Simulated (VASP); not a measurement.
# Pt (P6_3/mmc) in VASP: further runs, part 2 of 2

VASP 6.6.1.

### Step 4. Single point, LDA

This run uses another cell than the first one, of 14.62 Å³/atom.

INCAR

```
SYSTEM = Pt
PREC     = Accurate       ! precision mode
ENCUT    = 520            ! plane-wave cutoff, eV
EDIFF    = 1E-6           ! SCF threshold, eV
ISMEAR   = -5             ! smearing method
SIGMA    = 0.15           ! smearing width, eV
LREAL    = .FALSE.        ! projectors in reciprocal space
LASPH    = .TRUE.         ! aspherical terms in the spheres
NELM     = 60             ! most SCF steps
ALGO     = Normal         ! electronic algorithm
ISIF     = 2              ! what is computed and relaxed
LWAVE    = .FALSE.        ! write WAVECAR
LCHARG   = .TRUE.         ! write CHGCAR
LELF     = .TRUE.         ! ELF
LVHAR    = .TRUE.       
NBANDS   = 17             ! bands
```

KPOINTS

```
Automatic mesh
0
G
  18 18 10
  0 0 0
```

POSCAR

```
Pt
1.0
    2.6963298048      0.0000000000      0.0000000000
   -1.3481649024      2.3350901079      0.0000000000
    0.0000000000      0.0000000000      4.6429098596
Pt
2
Direct
    0.6666666667      0.3333333333      0.7500000000
    0.3333333333      0.6666666667      0.2500000000
```

Potentials or basis: VASP PAW LDA potentials, release 64 (Pt).

Command:

```console
> cat potpaw_LDA.64/Pt/POTCAR > POTCAR
> mpirun -np 1 vasp_std > vasp.out
```

OUTCAR:

```text
SYSTEM = Pt
   PREC = Accurate
   ENCUT = 520
   EDIFF = 1E-6
   ISMEAR = -5
   LREAL = .FALSE.
   LASPH = .TRUE.
   NELM = 60
   ISIF = 2

 ion  position               nearest neighbor table
   1  0.667  0.333  0.750-   2 2.80   2 2.80   2 2.80   2 2.80   2 2.80   2 2.80
   2  0.333  0.667  0.250-   1 2.80   1 2.80   1 2.80   1 2.80   1 2.80   1 2.80

  LATTYP: Found a hexagonal cell.
 ALAT       =     2.6963298048
 C/A-ratio  =     1.7219369275

  Lattice vectors:

 A1 = (   2.6963298048,   0.0000000000,   0.0000000000)
 A2 = (  -1.3481649024,   2.3350901079,   0.0000000000)
 A3 = (   0.0000000000,   0.0000000000,   4.6429098596)

Analysis of symmetry for initial positions (statically):
=====================================================================
 Subroutine PRICEL returns:
 Original cell was already a primitive cell.

 Routine SETGRP: Setting up the symmetry group for a
 hexagonal supercell.

 Subroutine GETGRP returns: Found 24 space group operations
 (whereof 12 operations were pure point group operations)
 out of a pool of 24 trial point group operations.

[... 161 lines left out ...]
  ext. energy  EPLUGINS =         0.00000000
  ---------------------------------------------------
  free energy    TOTEN  =       -14.87002463 eV

  energy without entropy =      -14.87002463  energy(sigma->0) =      -14.87002463

 E-fermi :  11.7280     XC(G=0): -13.8654

 val. band max:       11.8242104635   @ k =   0.2222   0.2222   0.5000
 cond. band min:      11.4934944656   @ k =   0.0000   0.0000   0.0000
 fundamental gap:     -0.3307159979
 Fermi energy:        11.7280429655

 k-point     1 :       0.0000    0.0000    0.0000
  band No.  band energies     occupation
      1       1.1549      2.00000
      2       3.8802      2.00000
      3       7.3048      2.00000
      4       7.8389      2.00000
      5       7.8389      2.00000
      6       8.2725      2.00000
[... 457 lines left out ...]
      4       7.8266      2.00000
      5       8.0290      2.00000
      6       8.1142      2.00000
[... 9 lines left out ...]
     16      24.5471      0.00000
     17      25.9252      0.00000

 [... further k-points ...]
[... 5 lines left out ...]
  --------------------------------------------------------------------------------------
  -------------------------------------------------------------------------------------
  Total        1.0894712      1.0894712      0.9947114      0.0000000     -0.0000000     -0.0000000
  in kB       59.7116977     59.7116977     54.5181066      0.0000000     -0.0000000     -0.0000000
  external PRESSURE =      57.9805007 kB  Pullay stress =       0.0000000 kB

 VOLUME and BASIS-vectors are now :
 -----------------------------------------------------------------------------
  energy-cutoff  :      520.00
  volume of cell :       29.23
      direct lattice vectors                 reciprocal lattice vectors
     2.696329805  0.000000000  0.000000000     0.370874512  0.214124499  0.000000000
    -1.348164902  2.335090108  0.000000000     0.000000000  0.428248998  0.000000000
     0.000000000  0.000000000  4.642909860     0.000000000  0.000000000  0.215382170

 POSITION                                       TOTAL-FORCE (eV/Angst)
 -----------------------------------------------------------------------------------
      1.34816      0.77836      3.48218        -0.000000     -0.000000      0.000000
     -0.00000      1.55673      1.16073         0.000000      0.000000      0.000000
 -----------------------------------------------------------------------------------
    total drift:                               -0.000000      0.000000     -0.000000

  FREE ENERGIE OF THE ION-ELECTRON SYSTEM (eV)
  ---------------------------------------------------
  free  energy   TOTEN  =       -14.8700246333 eV

  energy  without entropy=      -14.8700246333  energy(sigma->0) =      -14.87002463
```

Wall time 82 s (1 thread of Intel Xeon 6975P-C (Granite Rapids), shared host); peak memory 0.21 GiB.

What came out:

```
Free energy            : -14.8700 eV
Pressure               : 5.8 GPa
Band gap on the k mesh : zero (bands 10 and 11 overlap by 1.45 eV)
```

Levels at points of the mesh, in eV from the Fermi level:
```
           k point  band 6  band 7  band 8  band 9  band 10  band 11  band 12  band 13  band 14  band 15
(0.00, 0.00, 0.00)   -3.46   -3.46   -2.10   -2.10    -1.01    -0.23    -0.23     5.31    14.91    15.74
(0.50, 0.00, 0.00)   -3.31   -3.02    0.07    0.31     0.56     2.42     4.00     7.66     9.26    10.22
(0.00, 0.00, 0.50)   -3.89   -3.89   -3.89   -0.89    -0.89    -0.89    -0.89    12.61    12.61    15.48
(0.50, 0.00, 0.50)   -2.08   -1.04   -1.04    0.45     0.45     1.68     1.68     7.02     7.02    14.55
```

Caveat: the cell stands under pressure; spin-orbit coupling is left out, which moves the levels of the heavy elements; tetrahedron occupations give inexact forces and stress in metals.

### Step 5. Single point, LDA

This run uses another cell than the first one, of 14.85 Å³/atom.

INCAR

```
PREC = Accurate ; ENCUT = 520
EDIFF = 1E-6 ; ISMEAR = 0
SIGMA = 0.1 ; LREAL = False
LASPH = True ; NELM = 60
ALGO = Normal ; ISIF = 2
LWAVE = False ; LCHARG = True
GGA = CA ; LELF = True
LVHAR = True ; NBANDS = 17
```

KPOINTS

```
Automatic mesh
0
Gamma
  18 18 10
```

POSCAR

```
Pt
1.0
    2.7079582012      0.0000000000      0.0000000000
   -1.3539791006      2.3451605946      0.0000000000
    0.0000000000      0.0000000000      4.6781625606
Pt
2
Direct
    0.6666666667      0.3333333333      0.7500000000
    0.3333333333      0.6666666667      0.2500000000
```

Potentials or basis: VASP PAW LDA potentials, release 64 (Pt).

Command:

```console
> cat potpaw_LDA.64/Pt/POTCAR > POTCAR
> mpirun -np 1 vasp_std > vasp.out
```

OUTCAR:

```text
PREC = Accurate
   ENCUT = 520
   EDIFF = 1E-6
   ISMEAR = 0
   LREAL = False
   LASPH = True
   NELM = 60
   ISIF = 2
   GGA = CA

 ion  position               nearest neighbor table
   1  0.667  0.333  0.750-   2 2.81   2 2.81   2 2.81   2 2.81   2 2.81   2 2.81
   2  0.333  0.667  0.250-   1 2.81   1 2.81   1 2.81   1 2.81   1 2.81   1 2.81

  LATTYP: Found a hexagonal cell.
 ALAT       =     2.7079582012
 C/A-ratio  =     1.7275608459

  Lattice vectors:

 A1 = (   2.7079582012,   0.0000000000,   0.0000000000)
[... 192 lines left out ...]
      5       7.6128      2.00000
      6       8.0284      2.00000
[... 457 lines left out ...]
      4       7.6089      2.00000
      5       7.8069      2.00000
      6       7.8936      2.00000
[... 9 lines left out ...]
     16      24.1013      0.00000
     17      25.5499      0.00000

 [... further k-points ...]
[... 5 lines left out ...]
  --------------------------------------------------------------------------------------
  -------------------------------------------------------------------------------------
  Total        0.1759982      0.1759982      0.0641536      0.0000000      0.0000000      0.0000000
  in kB        9.4913692      9.4913692      3.4597277      0.0000000      0.0000000      0.0000000
  external PRESSURE =       7.4808220 kB  Pullay stress =       0.0000000 kB

 VOLUME and BASIS-vectors are now :
 -----------------------------------------------------------------------------
  energy-cutoff  :      520.00
  volume of cell :       29.71
      direct lattice vectors                 reciprocal lattice vectors
     2.707958201  0.000000000  0.000000000     0.369281919  0.213205015  0.000000000
    -1.353979101  2.345160595  0.000000000     0.000000000  0.426410030  0.000000000
     0.000000000  0.000000000  4.678162561     0.000000000  0.000000000  0.213759139

 POSITION                                       TOTAL-FORCE (eV/Angst)
 -----------------------------------------------------------------------------------
      1.35398      0.78172      3.50862        -0.000000     -0.000000      0.000000
     -0.00000      1.56344      1.16954         0.000000      0.000000      0.000000
 -----------------------------------------------------------------------------------
    total drift:                               -0.000000      0.000000     -0.000000

  FREE ENERGIE OF THE ION-ELECTRON SYSTEM (eV)
  ---------------------------------------------------
  free  energy   TOTEN  =       -14.8890016140 eV

  energy  without entropy=      -14.8706561957  energy(sigma->0) =      -14.87982890
```

OSZICAR:

```text
N       E                     dE             d eps       ncg     rms          rms(c)
DAV:   1     0.101602135265E+03    0.10160E+03   -0.10597E+04  7564   0.114E+03
DAV:   2    -0.138480239930E+02   -0.11545E+03   -0.10987E+03  8146   0.249E+02
DAV:   3    -0.157470619758E+02   -0.18990E+01   -0.18722E+01  9244   0.318E+01
DAV:   4    -0.157564528383E+02   -0.93909E-02   -0.93891E-02  9056   0.232E+00
DAV:   5    -0.157565391737E+02   -0.86335E-04   -0.86335E-04  9321   0.231E-01    0.198E+01
DAV:   6    -0.149875185005E+02    0.76902E+00   -0.11400E+00  7854   0.954E+00    0.102E+01
DAV:   7    -0.148990233965E+02    0.88495E-01   -0.21762E-01  8897   0.413E+00    0.302E+00
DAV:   8    -0.148894500627E+02    0.95733E-02   -0.28187E-02  8224   0.144E+00    0.860E-01
DAV:   9    -0.148890018459E+02    0.44822E-03   -0.55439E-04  8677   0.207E-01    0.880E-02
DAV:  10    -0.148890008890E+02    0.95687E-06   -0.10079E-05  9387   0.226E-02    0.118E-02
DAV:  11    -0.148890016140E+02   -0.72500E-06   -0.95663E-07  5347   0.790E-03
   1 F= -.14889002E+02 E0= -.14879829E+02  d E =-.183454E-01
```

stdout:

```text
POSCAR found type information on POSCAR Pt
 POSCAR found :  1 types and       2 ions
 scaLAPACK will be used
 LDA part: xc-table for (Slater(with rela. corr.)+CA(PZ))
 , standard interpolation
 POSCAR, INCAR and KPOINTS ok, starting setup
 FFT: planning ... GRIDC
 FFT: planning ... GRID_SOFT
 FFT: planning ... GRID
 WAVECAR not read
 entering main loop
```

Wall time 65 s (1 thread of Intel Xeon 6975P-C (Granite Rapids), shared host); peak memory 0.2 GiB.

What came out:

```
Free energy            : -14.8890 eV
Pressure               : 0.7 GPa
Band gap on the k mesh : zero (bands 10 and 11 overlap by 1.42 eV)
```

Stress tensor (GPa, compression positive):
```
0.95 0.00 0.00
0.00 0.95 0.00
0.00 0.00 0.35
```

Levels at points of the mesh, in eV from the Fermi level:
```tsv
k point	band 6	band 7	band 8	band 9	band 10	band 11	band 12	band 13	band 14	band 15
(0.00, 0.00, 0.00)	-3.38	-3.38	-2.02	-2.02	-0.96	-0.23	-0.23	5.14	14.97	15.70
(0.50, 0.00, 0.00)	-3.24	-2.92	0.05	0.32	0.55	2.38	3.94	7.56	9.15	10.06
(0.00, 0.00, 0.50)	-3.79	-3.79	-3.79	-0.87	-0.87	-0.87	-0.87	12.44	12.44	15.49
(0.50, 0.00, 0.50)	-2.01	-1.00	-1.00	0.45	0.45	1.68	1.68	6.90	6.90	14.44
```

Caveat: spin-orbit coupling is left out, which moves the levels of the heavy elements.

### Step 6. Single point, LDA

This run uses another cell than the first one, of 14.89 Å³/atom.

INCAR

```
  PREC = Accurate
  ENCUT = 520
  EDIFF = 1E-6
  ISMEAR = -1
  SIGMA = 0.15
  LREAL = False
  LASPH = True
  NELM = 80
  ALGO = Fast
  ISIF = 2
  LWAVE = False
  LCHARG = False
  NBANDS = 17
```

KPOINTS

```
regular mesh
0
Gamma
  18 18 10
```

POSCAR

```
Pt
1.0
    2.7209011778      0.0000000000      0.0000000000
   -1.3604505889      2.3563695412      0.0000000000
    0.0000000000      0.0000000000      4.6437050061
Pt
2
Direct
    0.6666666667      0.3333333333      0.7500000000
    0.3333333333      0.6666666667      0.2500000000
```

Potentials or basis: VASP PAW LDA potentials, release 64 (Pt).

Command:

```console
> cat potpaw_LDA.64/Pt/POTCAR > POTCAR
> mpirun -np 1 vasp_std > vasp.out
```

Wall time 89 s (1 thread of Intel Xeon 6975P-C (Granite Rapids), shared host); peak memory 0.19 GiB.

Results (log left out):

```yaml
Free_energy: -15.0042 eV
Pressure: 0.8 GPa
Band_gap_on_the_k_mesh: zero (bands 10 and 11 overlap by 1.41 eV)
```

Stress tensor (GPa, compression positive):
```
0.89 0.00 0.00
0.00 0.89 0.00
0.00 0.00 0.51
```

Levels at points of the mesh, in eV from the Fermi level:
| k point | band 8 | band 9 | band 10 | band 11 | band 12 | band 13 |
| --- | --- | --- | --- | --- | --- | --- |
| (0.00, 0.00, 0.00) | -2.14 | -2.14 | -0.90 | -0.28 | -0.28 | 5.25 |
| (0.50, 0.00, 0.00) | 0.05 | 0.24 | 0.49 | 2.33 | 3.87 | 7.55 |
| (0.00, 0.00, 0.50) | -3.80 | -0.92 | -0.92 | -0.92 | -0.92 | 12.64 |
| (0.50, 0.00, 0.50) | -1.04 | 0.38 | 0.38 | 1.65 | 1.65 | 6.80 |

Caveat: spin-orbit coupling is left out, which moves the levels of the heavy elements.

### Step 7. The runs side by side

```csv
cell,smearing,gap on the mesh (eV),pressure (GPa)
"a = 2.669, b = 2.669, c = 4.532 Å, angles 90.0, 90.0, 120.0°, 2 atoms",fermi-dirac 0.15 eV,none,23.0
"a = 2.708, b = 2.708, c = 4.614 Å, angles 90.0, 90.0, 120.0°, 2 atoms",fermi-dirac 0.15 eV,none,5.8
"a = 2.696, b = 2.696, c = 4.643 Å, angles 90.0, 90.0, 120.0°, 2 atoms",tetrahedron,none,5.8
"a = 2.708, b = 2.708, c = 4.678 Å, angles 90.0, 90.0, 120.0°, 2 atoms",gaussian 0.1 eV,none,0.7
"a = 2.721, b = 2.721, c = 4.644 Å, angles 90.0, 90.0, 120.0°, 2 atoms",fermi-dirac 0.15 eV,none,0.8
```

Alike in all rows: task single point; level LDA; potentials or basis VASP PAW LDA potentials, release 64 (Pt); no spin polarisation; k mesh 18 × 18 × 10; cutoff (eV) 520.

Caveats: spin-orbit coupling is left out, which moves the levels of the heavy elements; the cell stands under pressure (at least some runs); tetrahedron occupations give inexact forces and stress in metals (at least some runs).

Absolute energies hang on the potentials; compare differences alone.
